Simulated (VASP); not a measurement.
# FeO (Wuestite) (Fm-3m) in VASP: further runs

The runs below take FeO (Wuestite) through single point, relaxation of cell and atoms, with PBE, RPBE.

All numbers are computed with VASP 6.6.1; they aren't measurements. Logs are shortened: lines on timing, memory, paths and dates and some standing lists are left out, and cuts for length are marked.

**Experimental background.**

“W\"ustite: Electric, thermodynamic and optical properties of FeO”, 2012, arxiv:1203.1201 quotes, for a bulk crystal of FeO: band gap 2.4 eV (optical).

The runs below are set against these values where they give the same quantity.

## Step 1: The cell of the first run

It takes space group Fm-3m (No. 225, cubic). Conventional cell: a = 4.309 Å, b = 4.309 Å, c = 4.309 Å, α = 90.00°, β = 90.00°, γ = 90.00°. Fe (site symmetry m-3m) has 6 O at 2.15 Å within 2.9 Å. Within 2.9 Å of O (site symmetry m-3m) lie 6 Fe at 2.15 Å.

## Step 2: Single point, PBE, collinear spin, ferromagnetic start

Input file INCAR:

```
SYSTEM = FeO
PREC = Accurate
ENCUT = 600
EDIFF = 1E-6
ISMEAR = -1
SIGMA = 0.05
LREAL = .False.
LASPH = .True.
NELM = 200
ALGO = Normal
ISIF = 2
LWAVE = .False.
LCHARG = .False.
ISPIN = 2
MAGMOM = 4.5 0
LORBIT = 11
LMAXMIX = 4
GGA = PE
NBANDS = 18
GGA_COMPAT = .False.
```

Input file KPOINTS:

```
regular mesh
0
Gamma
  10 10 10
  0 0 0
```

Input file POSCAR:

```
FeO
1.0
    0.0000000000      2.1545222315      2.1545222315
    2.1545222315      0.0000000000      2.1545222315
    2.1545222315      2.1545222315      0.0000000000
Fe O
1 1
Direct
    0.0000000000      0.0000000000      0.0000000000
    0.5000000000      0.5000000000      0.5000000000
```

Potentials or basis: VASP PAW PBE potentials, release 64 (Fe, O).

Launch:

```
> cat potpaw_PBE.64/Fe/POTCAR potpaw_PBE.64/O/POTCAR > POTCAR
> mpirun -np 1 vasp_std > vasp.out
```

OUTCAR:

```text
SYSTEM = FeO
   PREC = Accurate
   ENCUT = 600
   EDIFF = 1E-6
   ISMEAR = -1
   LREAL = .False.
   LASPH = .True.
   NELM = 200
   ISIF = 2
   ISPIN = 2
   LORBIT = 11
   GGA = PE

 ion  position               nearest neighbor table
   1  0.000  0.000  0.000-   2 2.15   2 2.15   2 2.15   2 2.15   2 2.15   2 2.15
   2  0.500  0.500  0.500-   1 2.15   1 2.15   1 2.15   1 2.15   1 2.15   1 2.15

  LATTYP: Found a face centered cubic cell.
 ALAT       =     4.3090444630

  Lattice vectors:

 A1 = (   0.0000000000,   2.1545222315,   2.1545222315)
 A2 = (   2.1545222315,   0.0000000000,   2.1545222315)
 A3 = (   2.1545222315,   2.1545222315,   0.0000000000)

Analysis of symmetry for initial positions (statically):
=====================================================================
 Subroutine PRICEL returns:
 Original cell was already a primitive cell.

 Routine SETGRP: Setting up the symmetry group for a
 face centered cubic supercell.

 Subroutine GETGRP returns: Found 48 space group operations
 (whereof 48 operations were pure point group operations)
 out of a pool of 48 trial point group operations.

The static configuration has the point symmetry O_h .

Analysis of symmetry for dynamics (positions and initial velocities):
=====================================================================
 Subroutine PRICEL returns:
 Original cell was already a primitive cell.

 Routine SETGRP: Setting up the symmetry group for a
 face centered cubic supercell.

 Subroutine GETGRP returns: Found 48 space group operations
 (whereof 48 operations were pure point group operations)
 out of a pool of 48 trial point group operations.

The dynamic configuration has the point symmetry O_h .

Analysis of structural, dynamic, and magnetic symmetry:
=====================================================================
 Subroutine PRICEL returns:
 Original cell was already a primitive cell.

 Routine SETGRP: Setting up the symmetry group for a
 face centered cubic supercell.

 Subroutine GETGRP returns: Found 48 space group operations
 (whereof 48 operations were pure point group operations)
 out of a pool of 48 trial point group operations.

The overall configuration has the point symmetry O_h .

 Subroutine INISYM returns: Found 48 space group operations
 (whereof 48 operations are pure point group operations),
 and found     1 'primitive' translations

----------------------------------------------------------------------------------------

                                     Primitive cell

  volume of cell :      20.0024

  direct lattice vectors                    reciprocal lattice vectors
     0.000000000  2.154522232  2.154522232    -0.232070012  0.232070012  0.232070012
     2.154522232  0.000000000  2.154522232     0.232070012 -0.232070012  0.232070012
     2.154522232  2.154522232  0.000000000     0.232070012  0.232070012 -0.232070012

  length of vectors
     3.046954560  3.046954560  3.046954560     0.401957052  0.401957052  0.401957052

  position of ions in fractional coordinates (direct lattice)
     0.000000000  0.000000000  0.000000000
     0.500000000  0.500000000  0.500000000

  ion indices of the primitive-cell ions
   primitive index   ion index
                 1           1
                 2           2

----------------------------------------------------------------------------------------

 KPOINTS: regular mesh

Automatic generation of k-mesh.
 Grid dimensions read from file:
 generate k-points for:   10   10   10

 Generating k-lattice:

  Cartesian coordinates                     Fractional coordinates (reciprocal lattice)
    -0.023207001  0.023207001  0.023207001     0.100000000  0.000000000  0.000000000
     0.023207001 -0.023207001  0.023207001     0.000000000  0.100000000  0.000000000
     0.023207001  0.023207001 -0.023207001     0.000000000  0.000000000  0.100000000

  Length of vectors
     0.040195705  0.040195705  0.040195705

  Shift w.r.t. Gamma in fractional coordinates (k-lattice)
     0.000000000  0.000000000  0.000000000

 Subroutine IBZKPT returns following result:
 ===========================================

 Found     47 irreducible k-points:

 Following reciprocal coordinates:
            Coordinates               Weight
  0.000000  0.000000  0.000000      1.000000
  0.100000  0.000000  0.000000      8.000000
  0.200000  0.000000  0.000000      8.000000
  0.300000  0.000000  0.000000      8.000000
  0.400000  0.000000  0.000000      8.000000
  0.500000  0.000000  0.000000      4.000000
[... 16 lines left out ...]
  0.300000  0.300000  0.000000      6.000000
  0.400000  0.300000  0.000000     24.000000
 [... further k-points ...]
   k-points           NKPTS =     47   k-points in BZ     NKDIM =     47   number of bands    NBANDS=     18
   number of dos      NEDOS =    301   number of ions     NIONS =      2
   total plane-waves  NPLWV =  13824
   dimension x,y,z NGX =    24 NGY =   24 NGZ =   24
   dimension x,y,z NGXF=    48 NGYF=   48 NGZF=   48
   ions per type =               1   1
   NGX,Y,Z   is equivalent  to a cutoff of  13.09, 13.09, 13.09 a.u.
   NGXF,Y,Z  is equivalent  to a cutoff of  26.19, 26.19, 26.19 a.u.
 SYSTEM =  FeO
   PREC   = accura    normal or accurate (medium, high low for compatibility)
   ISTART =      0    job   : 0-new  1-cont  2-samecut
   ICHARG =      2    charge: 1-file 2-atom 10-const
   ISPIN  =      2    spin polarized calculation?
   LNONCOLLINEAR =      F non collinear calculations
   LSORBIT =      F    spin-orbit coupling
   LASPH  =      T    aspherical Exc in radial PAW
   ENCUT  =  600.0 eV  44.10 Ry    6.64 a.u.   6.09  6.09  6.09*2*pi/ulx,y,z
   NELM   =    200;   NELMIN=  2; NELMDL= -5     # of ELM steps
   EDIFF  = 0.1E-05   stopping-criterion for ELM
   LREAL  =      F    real-space projection
   EDIFFG = 0.1E-04   stopping-criterion for IOM
   NSW    =      0    number of steps for IOM
   IBRION =     -1    ionic relax: 0-MD 1-quasi-New 2-CG
   NFREE  =      0    steps in history (QN), initial steepest desc. (CG)
   ISIF   =      2    stress and relaxation
   ISYM   =      2    0-nonsym 1-usesym 2-fastsym
   POTIM  = 0.5000    time-step for ionic-motion
   TEBEG  =    0.0;   TEEND  =   0.0 temperature during run
   PSTRESS=    0.0 pullay stress
   NELECT =      14.0000    total number of electrons
   NUPDOWN=      -1.0000    fix difference up-down
   EMIN   =  10.00;   EMAX   =-10.00  energy-range for DOS
   EFERMI =   0.00;   METHOD = LEGACY
   ISMEAR =    -1;   SIGMA  =   0.05  broadening in eV -4-tet -1-fermi 0-gaus
   EFERMI_NEDOS =   21; number of points for ismear=-14 and -15
   IALGO  =     38    algorithm
   IMIX   =      4    mixing-type and parameters
     AMIX     =   0.40;   BMIX     =  1.00
     AMIX_MAG =   1.60;   BMIX_MAG =  1.00
  volume/ion in A,a.u.               =      10.00        67.49
  Fermi-wavevector in a.u.,A,eV,Ry     =   1.453527  2.746768 28.745595  2.112742
  Thomas-Fermi vector in A             =   2.570783
   LORBIT       =     11    0 simple, 1 ext, 2 COOP (PROOUT), +10 PAW based schemes
   GGA     = PE    functional components
   LHFCALC =     F    Hartree Fock is set to
   AEXX    =    0.0000 exact exchange contribution
   IVDW    =     0    specifies the selected vdW correction
   LEPSILON=     F    determine dielectric tensor
   LRPA    =     F    only Hartree local field effects (RPA)
 spin polarized calculation
  energy-cutoff  :      600.00
  volume of cell :       20.00
 maximum number of plane-waves:       692
   NGX = 13   NGY = 13   NGZ = 13

 number of electron      13.9999998 magnetization       3.9991489

 Free energy of the ion-electron system (eV)
  ---------------------------------------------------
  ext. energy  EPLUGINS =         0.00000000
  ---------------------------------------------------
  free energy    TOTEN  =       -14.93929421 eV

  energy without entropy =      -14.92850080  energy(sigma->0) =      -14.93389750

 E-fermi :   6.2197     XC(G=0): -12.1703

 val. band max:        6.2132219455   @ k =   0.3000   0.0000   0.0000
 cond. band min:       6.2238494219   @ k =  -0.3000   0.1000   0.0000
 fundamental gap:      0.0106274764
 Fermi energy:         6.2196666618

 spin component 1

 k-point     1 :       0.0000    0.0000    0.0000
  band No.  band energies     occupation
      1     -14.5182      1.00000
      2       2.3408      1.00000
      3       2.3408      1.00000
      4       2.3408      1.00000
      5       2.4124      1.00000
      6       2.4124      1.00000
[... 10 lines left out ...]
     17      26.8711      0.00000
     18      29.9870      0.00000
[... 463 lines left out ...]
 k-point    24 :       0.4000    0.3000    0.0000
  band No.  band energies     occupation
      1     -13.5311      1.00000
      2      -1.3805      1.00000
      3       0.6148      1.00000
      4       0.8940      1.00000
      5       1.9842      1.00000
      6       3.0801      1.00000
[... 10 lines left out ...]
     17      34.5491      0.00000
     18      35.6742      0.00000

 [... further k-points ...]

 spin component 2

 k-point     1 :       0.0000    0.0000    0.0000
  band No.  band energies     occupation
      1     -13.9855      1.00000
      2       2.9708      1.00000
      3       2.9708      1.00000
      4       2.9708      1.00000
      5       5.4782      1.00000
      6       5.4784      1.00000
[... 10 lines left out ...]
     17      28.4625      0.00000
     18      31.0661      0.00000
[... 463 lines left out ...]
 k-point    24 :       0.4000    0.3000    0.0000
  band No.  band energies     occupation
      1     -12.9606      1.00000
      2      -0.6283      1.00000
      3       1.5359      1.00000
      4       1.7852      1.00000
      5       4.6575      1.00000
      6       6.8275      0.00001
[... 10 lines left out ...]
     17      35.1491      0.00000
     18      36.1955      0.00000

 [... further k-points ...]
[... 5 lines left out ...]
  --------------------------------------------------------------------------------------
  -------------------------------------------------------------------------------------
  Total       -0.0294533     -0.0294533     -0.0294533      0.0000000      0.0000000     -0.0000000
  in kB       -2.3591843     -2.3591843     -2.3591843      0.0000000      0.0000000     -0.0000000
  external PRESSURE =      -2.3591843 kB  Pullay stress =       0.0000000 kB

 VOLUME and BASIS-vectors are now :
 -----------------------------------------------------------------------------
  energy-cutoff  :      600.00
  volume of cell :       20.00
      direct lattice vectors                 reciprocal lattice vectors
     0.000000000  2.154522232  2.154522232    -0.232070012  0.232070012  0.232070012
     2.154522232  0.000000000  2.154522232     0.232070012 -0.232070012  0.232070012
     2.154522232  2.154522232  0.000000000     0.232070012  0.232070012 -0.232070012

 POSITION                                       TOTAL-FORCE (eV/Angst)
 -----------------------------------------------------------------------------------
      0.00000      0.00000      0.00000        -0.000000      0.000000      0.000000
      2.15452      2.15452      2.15452         0.000000     -0.000000     -0.000000
 -----------------------------------------------------------------------------------
    total drift:                                0.000000     -0.000000      0.000000

  FREE ENERGIE OF THE ION-ELECTRON SYSTEM (eV)
  ---------------------------------------------------
  free  energy   TOTEN  =       -14.9392942125 eV

  energy  without entropy=      -14.9285007967  energy(sigma->0) =      -14.93389750

 total charge

# of ion       s       p       d       tot
------------------------------------------
    1        0.288   0.359   6.087   6.734
    2        1.553   3.440   0.000   4.993
--------------------------------------------------
tot          1.841   3.799   6.087  11.726

 magnetization (x)

# of ion       s       p       d       tot
------------------------------------------
    1        0.027   0.021   3.570   3.618
    2        0.030   0.272   0.000   0.302
--------------------------------------------------
tot          0.057   0.293   3.570   3.920
```

Wall time 30 s (1 thread of Intel Xeon Platinum 8488C (Sapphire Rapids), shared host); peak memory 0.17 GiB.

Results:

| Quantity | Value |
| --- | --- |
| Free energy | -14.9393 eV |
| Pressure | -0.2 GPa |
| Band gap on the k mesh | zero (filled and empty bands overlap) |
| Net moment | 4.00 μB per cell |
| Site moments | Fe +3.62; O +0.30 μB |
| Valence electrons inside the program's atomic spheres | Fe 6.73; O 4.99 |

Caveat: a cell with one magnetic atom can't hold antiferromagnetic order, which such compounds often take; semilocal functionals often make such compounds metallic where correlation or magnetic order opens a gap, which also shifts bond lengths.

## Step 3: Single point, RPBE, collinear spin, ferromagnetic start

This run uses another cell than the first one, of 10.32 Å³/atom, 1.031 times its volume.

Input file INCAR:

```
PREC = Accurate ; ENCUT = 600
EDIFF = 1E-6 ; ISMEAR = -1
SIGMA = 0.05 ; LREAL = F
LASPH = T ; NELM = 200
ALGO = Normal ; ISIF = 2
LWAVE = F ; LCHARG = T
ISPIN = 2 ; MAGMOM = 4.5 0
LORBIT = 11 ; LMAXMIX = 4
GGA = RP ; LELF = T
LVHAR = T ; NBANDS = 18
GGA_COMPAT = F
```

Input file KPOINTS:

```
regular mesh
0
Gamma
  10 10 10
```

Input file POSCAR:

```
FeO
1.0
    0.0000000000      2.1768338747      2.1768338747
    2.1768338747      0.0000000000      2.1768338747
    2.1768338747      2.1768338747      0.0000000000
Fe O
1 1
Direct
    0.0000000000      0.0000000000      0.0000000000
    0.5000000000      0.5000000000      0.5000000000
```

Potentials or basis: VASP PAW PBE potentials, release 64 (Fe, O).

Launch:

```
> cat potpaw_PBE.64/Fe/POTCAR potpaw_PBE.64/O/POTCAR > POTCAR
> mpirun -np 1 vasp_std > vasp.out
```

Wall time 55 s (1 thread of Intel Xeon Platinum 8488C (Sapphire Rapids), shared host); peak memory 0.19 GiB.

The run converged. Its results:

```
Free energy                                           : -14.1396 eV
Pressure                                              : -0.3 GPa
Band gap on the k mesh                                : zero (filled and empty bands overlap)
Net moment                                            : 4.00 μB per cell
Site moments                                          : Fe +3.63; O +0.29 μB
Valence electrons inside the program's atomic spheres : Fe 6.67; O 4.99
```

Levels at points of the mesh, in eV from the Fermi level:
Spin up:
| k point | band 5 | band 6 | band 7 | band 8 | band 9 | band 10 | band 11 | band 12 | band 13 | band 14 |
| --- | --- | --- | --- | --- | --- | --- | --- | --- | --- | --- |
| (0.00, 0.00, 0.00) | -3.76 | -3.76 | -3.73 | -3.73 | -3.73 | -0.06 | 15.40 | 16.80 | 16.80 | 16.80 |
| (0.50, 0.00, 0.00) | -3.17 | -3.17 | -2.61 | -0.51 | -0.51 | 4.04 | 8.22 | 12.39 | 12.39 | 19.10 |
| (0.50, 0.50, 0.00) | -4.76 | -3.40 | -2.97 | -2.92 | -2.92 | 5.11 | 8.58 | 10.61 | 14.42 | 14.42 |
Spin down:
```
           k point  band 3  band 4  band 5  band 6  band 7  band 8
(0.00, 0.00, 0.00)   -3.19   -3.19   -0.70   -0.70   -0.70    0.25
(0.50, 0.00, 0.00)   -4.99   -4.99    0.37    0.37    0.56    2.69
(0.50, 0.50, 0.00)   -4.32   -4.32   -2.00    0.69    0.69    0.76
```

Caveat: the PAW data sets were made with another functional, which shifts forces and pressure a little; a cell with one magnetic atom can't hold antiferromagnetic order, which such compounds often take; semilocal functionals often make such compounds metallic where correlation or magnetic order opens a gap, which also shifts bond lengths.

## Step 4: Relaxation of cell and atoms, PBE, collinear spin, ferromagnetic start

Input file INCAR:

```
ALGO = Normal ; EDIFF = 1E-7
EDIFFG = -0.01 ; ENCUT = 600
GGA = PE ; GGA_COMPAT = F
IBRION = 2 ; ISIF = 3
ISMEAR = -1 ; ISPIN = 2
LASPH = T ; LCHARG = F
LMAXMIX = 4 ; LORBIT = 11
LREAL = F ; LWAVE = F
MAGMOM = 4.5 0 ; NELM = 200
NELMIN = 4 ; NSW = 50
PREC = Accurate ; SIGMA = 0.05
```

Input file KPOINTS:

```
k-points
0
Gamma
  10 10 10
```

Input file POSCAR:

```
FeO
1.0
    0.0000000000      2.1554000000      2.1554000000
    2.1554000000      0.0000000000      2.1554000000
    2.1554000000      2.1554000000      0.0000000000
Fe O
1 1
Direct
    0.0000000000      0.0000000000      0.0000000000
    0.5000000000      0.5000000000      0.5000000000
```

Launch:

```
> cat potpaw_PBE.64/Fe/POTCAR potpaw_PBE.64/O/POTCAR > POTCAR
> mpirun -np 1 vasp_std > vasp.out
```

Wall time 40 s (1 thread of Intel Xeon Platinum 8488C (Sapphire Rapids), shared host); peak memory 0.17 GiB.

Results (log left out):

| Quantity | Value |
| --- | --- |
| Free energy | -14.9394 eV |
| Relaxed volume | 9.99 Å³/atom |
| Relaxed cell | a = 3.046 Å, b = 3.046 Å, c = 3.046 Å, α = 60.00°, β = 60.00°, γ = 60.00° |
| Space group after relaxing (to 0.05 Å) | Fm-3m (No. 225) |
| Energy gained by relaxing | 0.0 meV/atom |
| Ionic steps | 3 |
| Pressure after relaxing | 0.0 GPa |
| Band gap on the k mesh | zero (filled and empty bands overlap) |
| Net moment | 4.00 μB per cell |
| Site moments | Fe +3.62; O +0.30 μB |
| Valence electrons inside the program's atomic spheres | Fe 6.74; O 4.99 |

Final structure:
```yaml
crystal:
  lattice:
    - [0.00000, 2.15404, 2.15404]
    - [2.15404, 0.00000, 2.15404]
    - [2.15404, 2.15404, 0.00000]
  atoms:
    - { symbol: Fe, position: [0.00000, 0.00000, 0.00000] }
    - { symbol: O, position: [0.50000, 0.50000, 0.50000] }
```

Levels at points of the mesh, in eV from the Fermi level:
Spin up:
```
           k point  band 5  band 6  band 7  band 8  band 9  band 10  band 11  band 12  band 13
(0.00, 0.00, 0.00)   -3.81   -3.81   -3.81   -3.68   -3.68     0.09    15.47    17.04    17.04
(0.50, 0.00, 0.00)   -3.07   -3.07   -2.50   -0.34   -0.34     4.09     8.48    12.56    12.56
(0.50, 0.50, 0.00)   -4.79   -3.30   -2.81   -2.80   -2.80     5.29     8.75    10.77    14.72
```
Spin down:
```csv
k point,band 3,band 4,band 5,band 6,band 7,band 8
"(0.00, 0.00, 0.00)",-3.25,-3.25,-0.74,-0.74,-0.74,0.19
"(0.50, 0.00, 0.00)",-5.16,-5.16,0.39,0.39,0.59,2.78
"(0.50, 0.50, 0.00)",-4.43,-4.43,-2.12,0.73,0.73,0.73
```

Caveat: a cell with one magnetic atom can't hold antiferromagnetic order, which such compounds often take; semilocal functionals often make such compounds metallic where correlation or magnetic order opens a gap, which also shifts bond lengths. With open d or f shells a metallic result of PBE can be an artefact of self-interaction; +U or a hybrid may open a gap.

[end of part 1 of 2]
